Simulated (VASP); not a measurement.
# HgTe (Coloradoite) (F-43m) in VASP: further runs

HgTe (Coloradoite) is run at these levels: PBE; tasks: single point, relaxation of cell and atoms.

Everything below comes from runs of VASP 6.6.1. Logs are shortened: lines on timing, memory, paths and dates and some standing lists are left out, and cuts for length are marked.

### 1 The cell of the first run

The structure is cubic, space group F-43m (No. 216). Conventional cell: a = 6.653 Å, b = 6.653 Å, c = 6.653 Å, α = 90.00°, β = 90.00°, γ = 90.00°. Hg (site symmetry -43m) has 4 Te at 2.88 Å within 3.8 Å. Te (site symmetry -43m) has 4 Hg at 2.88 Å within 3.8 Å.

### 2 Single point, PBE

The input, INCAR:

```
PREC = Accurate ; ENCUT = 520
EDIFF = 1E-6 ; ISMEAR = 0
SIGMA = 0.1 ; LREAL = F
LASPH = T ; NELM = 80
ALGO = Normal ; ISIF = 2
LWAVE = F ; LCHARG = F
GGA = PE ; NBANDS = 16
```

The input, KPOINTS:

```
regular mesh
0
Gamma
  12 12 12
```

The input, POSCAR:

```
HgTe
1.0
    0.0000000000      3.3264077974      3.3264077974
    3.3264077974      0.0000000000      3.3264077974
    3.3264077974      3.3264077974      0.0000000000
Hg Te
1 1
Direct
    0.0000000000      0.0000000000      0.0000000000
    0.2500000000      0.2500000000      0.2500000000
```

Potentials or basis: VASP PAW PBE potentials, release 64 (Hg, Te).

On the command line:

```
cat potpaw_PBE.64/Hg/POTCAR potpaw_PBE.64/Te/POTCAR > POTCAR
mpirun -np 1 vasp_std > vasp.out
```

OUTCAR:

```text
PREC = Accurate
   ENCUT = 520
   EDIFF = 1E-6
   ISMEAR = 0
   LREAL = F
   LASPH = T
   NELM = 80
   ISIF = 2
   GGA = PE

 ion  position               nearest neighbor table
   1  0.000  0.000  0.000-   2 2.88   2 2.88   2 2.88   2 2.88
   2  0.250  0.250  0.250-   1 2.88   1 2.88   1 2.88   1 2.88

  LATTYP: Found a face centered cubic cell.
 ALAT       =     6.6528155948

  Lattice vectors:

 A1 = (   0.0000000000,   3.3264077974,   3.3264077974)
 A2 = (   3.3264077974,   0.0000000000,   3.3264077974)
 A3 = (   3.3264077974,   3.3264077974,   0.0000000000)

Analysis of symmetry for initial positions (statically):
=====================================================================
 Subroutine PRICEL returns:
 Original cell was already a primitive cell.

 Routine SETGRP: Setting up the symmetry group for a
 face centered cubic supercell.

 Subroutine GETGRP returns: Found 24 space group operations
 (whereof 24 operations were pure point group operations)
 out of a pool of 48 trial point group operations.

The static configuration has the point symmetry T_d .

Analysis of symmetry for dynamics (positions and initial velocities):
=====================================================================
 Subroutine PRICEL returns:
 Original cell was already a primitive cell.

 Routine SETGRP: Setting up the symmetry group for a
 face centered cubic supercell.

 Subroutine GETGRP returns: Found 24 space group operations
 (whereof 24 operations were pure point group operations)
 out of a pool of 48 trial point group operations.

The dynamic configuration has the point symmetry T_d .

 Subroutine INISYM returns: Found 24 space group operations
 (whereof 24 operations are pure point group operations),
 and found     1 'primitive' translations

----------------------------------------------------------------------------------------

                                     Primitive cell

  volume of cell :      73.6133

  direct lattice vectors                    reciprocal lattice vectors
     0.000000000  3.326407797  3.326407797    -0.150312298  0.150312298  0.150312298
     3.326407797  0.000000000  3.326407797     0.150312298 -0.150312298  0.150312298
     3.326407797  3.326407797  0.000000000     0.150312298  0.150312298 -0.150312298

  length of vectors
     4.704251021  4.704251021  4.704251021     0.260348537  0.260348537  0.260348537

  position of ions in fractional coordinates (direct lattice)
     0.000000000  0.000000000  0.000000000
     0.250000000  0.250000000  0.250000000

[... 76 lines left out ...]
   EDIFF  = 0.1E-05   stopping-criterion for ELM
   LREAL  =      F    real-space projection
   EDIFFG = 0.1E-04   stopping-criterion for IOM
   NSW    =      0    number of steps for IOM
   IBRION =     -1    ionic relax: 0-MD 1-quasi-New 2-CG
   NFREE  =      0    steps in history (QN), initial steepest desc. (CG)
   ISIF   =      2    stress and relaxation
   ISYM   =      2    0-nonsym 1-usesym 2-fastsym
   POTIM  = 0.5000    time-step for ionic-motion
   TEBEG  =    0.0;   TEEND  =   0.0 temperature during run
   PSTRESS=    0.0 pullay stress
   NELECT =      18.0000    total number of electrons
   NUPDOWN=      -1.0000    fix difference up-down
   EMIN   =  10.00;   EMAX   =-10.00  energy-range for DOS
   EFERMI =   0.00;   METHOD = LEGACY
   ISMEAR =     0;   SIGMA  =   0.10  broadening in eV -4-tet -1-fermi 0-gaus
   EFERMI_NEDOS =   21; number of points for ismear=-14 and -15
   IALGO  =     38    algorithm
   IMIX   =      4    mixing-type and parameters
     AMIX     =   0.40;   BMIX     =  1.00
     AMIX_MAG =   1.60;   BMIX_MAG =  1.00
  volume/ion in A,a.u.               =      36.81       248.38
  Fermi-wavevector in a.u.,A,eV,Ry     =   1.023718  1.934546 14.258875  1.047998
  Thomas-Fermi vector in A             =   2.157466
   LORBIT       =      0    0 simple, 1 ext, 2 COOP (PROOUT), +10 PAW based schemes
   GGA     = PE    functional components
   LHFCALC =     F    Hartree Fock is set to
   AEXX    =    0.0000 exact exchange contribution
   IVDW    =     0    specifies the selected vdW correction
   LEPSILON=     F    determine dielectric tensor
   LRPA    =     F    only Hartree local field effects (RPA)
 non-spin polarized calculation
 Gauss-broadening in eV      SIGMA  =   0.10
  energy-cutoff  :      520.00
  volume of cell :       73.61
 maximum number of plane-waves:      2012
   NGX = 17   NGY = 17   NGZ = 17

 number of electron      17.9999998 magnetization

 Free energy of the ion-electron system (eV)
  ---------------------------------------------------
  ext. energy  EPLUGINS =         0.00000000
  ---------------------------------------------------
  free energy    TOTEN  =        -3.65190623 eV

  energy without entropy =       -3.65174170  energy(sigma->0) =       -3.65182396

 E-fermi :   2.2970     XC(G=0):  -8.3540

 val. band max:        2.2252841669   @ k =   0.0000   0.0000   0.0000
 cond. band min:       2.5774387134   @ k =   0.0833   0.0000   0.0000
 fundamental gap:      0.3521545465
 Fermi energy:         2.2970162938

 k-point     1 :       0.0000    0.0000    0.0000
  band No.  band energies     occupation
      1      -9.1828      2.00000
      2      -4.6614      2.00000
      3      -4.6614      2.00000
      4      -4.6614      2.00000
      5      -4.2302      2.00000
      6      -4.2302      2.00000
[... 433 lines left out ...]
      3      -4.5226      2.00000
      4      -4.2407      2.00000
      5      -4.2206      2.00000
      6      -3.9540      2.00000
[... 8 lines left out ...]
     15      11.4855      0.00000
     16      11.7372      0.00000

 [... further k-points ...]

------------------------ aborting loop because EDIFF is reached ----------------------------------------

  FORCE on cell =-STRESS in cart. coord.  units (eV):
  Direction    XX          YY          ZZ          XY          YZ          ZX
  --------------------------------------------------------------------------------------
  -------------------------------------------------------------------------------------
  Total        0.0053925      0.0053925      0.0053925     -0.0000000      0.0000000     -0.0000000
  in kB        0.1173663      0.1173663      0.1173663     -0.0000000      0.0000000     -0.0000000
  external PRESSURE =       0.1173663 kB  Pullay stress =       0.0000000 kB

 VOLUME and BASIS-vectors are now :
 -----------------------------------------------------------------------------
  energy-cutoff  :      520.00
  volume of cell :       73.61
      direct lattice vectors                 reciprocal lattice vectors
     0.000000000  3.326407797  3.326407797    -0.150312298  0.150312298  0.150312298
     3.326407797  0.000000000  3.326407797     0.150312298 -0.150312298  0.150312298
     3.326407797  3.326407797  0.000000000     0.150312298  0.150312298 -0.150312298

 POSITION                                       TOTAL-FORCE (eV/Angst)
 -----------------------------------------------------------------------------------
      0.00000      0.00000      0.00000        -0.000000      0.000000      0.000000
      1.66320      1.66320      1.66320         0.000000     -0.000000     -0.000000
 -----------------------------------------------------------------------------------
    total drift:                               -0.000000     -0.000000     -0.000000

  FREE ENERGIE OF THE ION-ELECTRON SYSTEM (eV)
  ---------------------------------------------------
  free  energy   TOTEN  =        -3.6519062255 eV

  energy  without entropy=       -3.6517417025  energy(sigma->0) =       -3.65182396
```

OSZICAR:

```text
N       E                     dE             d eps       ncg     rms          rms(c)
DAV:   1     0.102557065840E+03    0.10256E+03   -0.79275E+03  2320   0.962E+02
DAV:   2    -0.147530599105E+00   -0.10270E+03   -0.96247E+02  2704   0.223E+02
DAV:   3    -0.381561605477E+01   -0.36681E+01   -0.36591E+01  2744   0.435E+01
DAV:   4    -0.385248195973E+01   -0.36866E-01   -0.36864E-01  3472   0.390E+00
DAV:   5    -0.385258964849E+01   -0.10769E-03   -0.10769E-03  2984   0.194E-01    0.633E+00
DAV:   6    -0.365800721815E+01    0.19458E+00   -0.38453E-01  2640   0.789E+00    0.516E+00
DAV:   7    -0.365226953060E+01    0.57377E-02   -0.85380E-02  2696   0.193E+00    0.204E+00
DAV:   8    -0.365183440949E+01    0.43512E-03   -0.82452E-03  2624   0.101E+00    0.459E-01
DAV:   9    -0.365186335666E+01   -0.28947E-04   -0.69918E-04  3000   0.289E-01    0.903E-02
DAV:  10    -0.365189302198E+01   -0.29665E-04   -0.85406E-05  2816   0.798E-02    0.452E-02
DAV:  11    -0.365190683902E+01   -0.13817E-04   -0.24281E-05  2848   0.326E-02    0.196E-02
DAV:  12    -0.365190622552E+01    0.61350E-06   -0.28883E-06  2688   0.105E-02
   1 F= -.36519062E+01 E0= -.36518240E+01  d E =-.164523E-03
```

Wall time 57 s (1 thread of Intel Xeon Platinum 8488C (Sapphire Rapids), shared host); peak memory 0.26 GiB.

What came out:

| Property | Result |
| --- | --- |
| Free energy | -3.6519 eV |
| Pressure | 0.0 GPa |
| Band gap on the k mesh | zero (filled and empty bands touch) |

Levels at points of the mesh, in eV from the Fermi level:
| k point | band 7 | band 8 | band 9 | band 10 | band 11 | band 12 |
| --- | --- | --- | --- | --- | --- | --- |
| (0.00, 0.00, 0.00) | -1.00 | -0.07 | -0.07 | -0.07 | 4.30 | 4.30 |
| (0.50, 0.00, 0.00) | -5.02 | -0.90 | -0.90 | 0.63 | 5.04 | 5.04 |
| (0.50, 0.50, 0.00) | -5.05 | -2.00 | -2.00 | 1.84 | 2.64 | 7.85 |

Caveat: spin-orbit coupling is left out, which moves the levels of the heavy elements.

### 3 Single point, PBE

The input, INCAR:

```
SYSTEM = HgTe
PREC = Accurate
ENCUT = 520
EDIFF = 1E-6
ISMEAR = -1
SIGMA = 0.15
LREAL = .FALSE.
LASPH = .TRUE.
NELM = 80
ALGO = Normal
ISIF = 2
LWAVE = .FALSE.
LCHARG = .FALSE.
GGA = PE
NBANDS = 16
```

The input, KPOINTS:

```
regular mesh
0
G
  12 12 12
  0 0 0
```

POSCAR is that of step 2.

Potentials or basis: VASP PAW PBE potentials, release 64 (Hg, Te).

On the command line:

```
cat potpaw_PBE.64/Hg/POTCAR potpaw_PBE.64/Te/POTCAR > POTCAR
mpirun -np 1 vasp_std > vasp.out
```

It took 80 s on 1 thread of Intel Xeon Platinum 8488C (Sapphire Rapids), shared host; peak memory 0.26 GiB.

Results (log left out):

```yaml
Free_energy: -3.6547 eV
Pressure: 0.0 GPa
Band_gap_on_the_k_mesh: zero (filled and empty bands touch)
```

Levels at points of the mesh, in eV from the Fermi level:
| k point | band 6 | band 7 | band 8 | band 9 | band 10 | band 11 | band 12 | band 13 |
| --- | --- | --- | --- | --- | --- | --- | --- | --- |
| (0.00, 0.00, 0.00) | -6.72 | -1.19 | -0.27 | -0.27 | -0.27 | 4.11 | 4.11 | 4.11 |
| (0.50, 0.00, 0.00) | -6.47 | -5.21 | -1.09 | -1.09 | 0.44 | 4.84 | 4.84 | 6.54 |
| (0.50, 0.50, 0.00) | -6.36 | -5.24 | -2.19 | -2.19 | 1.64 | 2.44 | 7.65 | 8.24 |

Caveat: spin-orbit coupling is left out, which moves the levels of the heavy elements.

### 4 Relaxation of cell and atoms, PBE

The input, INCAR:

```
SYSTEM = HgTe
ALGO = Normal
EDIFF = 1E-7
EDIFFG = -0.005
ENCUT = 600
GGA = PE
IBRION = 2
ISIF = 3
ISMEAR = 0
LASPH = .TRUE.
LCHARG = .FALSE.
LREAL = .FALSE.
LWAVE = .FALSE.
NELM = 60
NSW = 100
PREC = Accurate
SIGMA = 0.1
```

The input, KPOINTS:

```
k-points
0
G
  12 12 12
  0 0 0
```

POSCAR is that of step 3.

On the command line:

```
cat potpaw_PBE.64/Hg/POTCAR potpaw_PBE.64/Te/POTCAR > POTCAR
mpirun -np 1 vasp_std > vasp.out
```

It took 2 min on 1 thread of Intel Xeon Platinum 8488C (Sapphire Rapids), shared host; peak memory 0.3 GiB.

Results (log left out):

```
Free energy                            : -3.6520 eV
Relaxed volume                         : 36.84 Å³/atom
Relaxed cell                           : a = 4.706 Å, b = 4.706 Å, c = 4.706 Å, α = 60.00°, β = 60.00°, γ = 60.00°
Space group after relaxing (to 0.05 Å) : F-43m (No. 216)
Energy gained by relaxing              : 0.0 meV/atom
Ionic steps                            : 2
Pressure after relaxing                : 0.0 GPa
Band gap on the k mesh                 : zero (filled and empty bands touch)
```

Final structure:
```xyz
2
Lattice="0.0000 3.3275 3.3275 3.3275 0.0000 3.3275 3.3275 3.3275 0.0000" Properties=species:S:1:pos:R:3 pbc="T T T"
Hg    6.6550    3.3275    3.3275
Te    1.6638    1.6638    1.6638
```

Levels at points of the mesh, in eV from the Fermi level:
| k point | band 6 | band 7 | band 8 | band 9 | band 10 | band 11 | band 12 | band 13 |
| --- | --- | --- | --- | --- | --- | --- | --- | --- |
| (0.00, 0.00, 0.00) | -6.52 | -1.00 | -0.07 | -0.07 | -0.07 | 4.30 | 4.30 | 4.30 |
| (0.50, 0.00, 0.00) | -6.27 | -5.01 | -0.90 | -0.90 | 0.63 | 5.04 | 5.04 | 6.73 |
| (0.50, 0.50, 0.00) | -6.16 | -5.04 | -1.99 | -1.99 | 1.84 | 2.64 | 7.85 | 8.43 |

Caveat: spin-orbit coupling is left out, which moves the levels of the heavy elements.

### 5 Relaxation of cell and atoms, PBE

The input, INCAR:

```
SYSTEM = HgTe
PREC = Accurate
ENCUT = 600
EDIFF = 1E-6
ISMEAR = -1
SIGMA = 0.15
LREAL = .False.
LASPH = .True.
NELM = 100
ALGO = Normal
ISIF = 3
LWAVE = .False.
LCHARG = .False.
GGA = PE
IBRION = 2
NSW = 80
EDIFFG = -0.001
```

The input, KPOINTS:

```
Automatic mesh
0
Gamma
  12 12 12
  0 0 0
```

POSCAR is that of step 4.

On the command line:

```
cat potpaw_PBE.64/Hg/POTCAR potpaw_PBE.64/Te/POTCAR > POTCAR
mpirun -np 1 vasp_std > vasp.out
```

Run time: 1.9 min. Hardware: 1 thread of Intel Xeon Platinum 8488C (Sapphire Rapids), shared host; peak memory 0.3 GiB.

Results (log left out):

| Quantity | Value |
| --- | --- |
| Free energy | -3.6547 eV |
| Relaxed volume | 36.88 Å³/atom |
| Relaxed cell | a = 4.707 Å, b = 4.707 Å, c = 4.707 Å, α = 60.00°, β = 60.00°, γ = 60.00° |
| Space group after relaxing (to 0.05 Å) | F-43m (No. 216) |
| Energy gained by relaxing | 0.0 meV/atom |
| Ionic steps | 2 |
| Pressure after relaxing | 0.0 GPa |
| Band gap on the k mesh | zero (filled and empty bands touch) |

Final structure:
```xyz
2
Lattice="0.0000 3.3287 3.3287 3.3287 0.0000 3.3287 3.3287 3.3287 0.0000" Properties=species:S:1:pos:R:3 pbc="T T T"
Hg    6.6574    3.3287    3.3287
Te    1.6643    1.6643    1.6643
```

Levels at points of the mesh, in eV from the Fermi level:
```csv
k point,band 7,band 8,band 9,band 10,band 11,band 12
"(0.00, 0.00, 0.00)",-1.19,-0.27,-0.27,-0.27,4.11,4.11
"(0.50, 0.00, 0.00)",-5.20,-1.09,-1.09,0.44,4.85,4.85
"(0.50, 0.50, 0.00)",-5.23,-2.18,-2.18,1.64,2.45,7.65
```

Caveat: spin-orbit coupling is left out, which moves the levels of the heavy elements.

### 6 Overview

| task | cell | cutoff (eV) | smearing | gap on the mesh (eV) | pressure (GPa) | relaxed volume (Å³/atom) |
| --- | --- | --- | --- | --- | --- | --- |
| single point | as given | 520 | gaussian 0.1 eV | none | 0.0 | - |
| single point | as given | 520 | fermi-dirac 0.15 eV | none | 0.0 | - |
| relaxation of cell and atoms | relaxed | 600 | gaussian 0.1 eV | none | 0.0 | 36.84 |
| relaxation of cell and atoms | relaxed | 600 | fermi-dirac 0.15 eV | none | 0.0 | 36.88 |

Alike in all rows: level PBE; potentials or basis VASP PAW PBE potentials, release 64 (Hg, Te); no spin polarisation; k mesh 12 × 12 × 12.

Caveats: spin-orbit coupling is left out, which moves the levels of the heavy elements.

Total energies depend on the potentials used, so only differences within one code and one set of settings carry meaning.
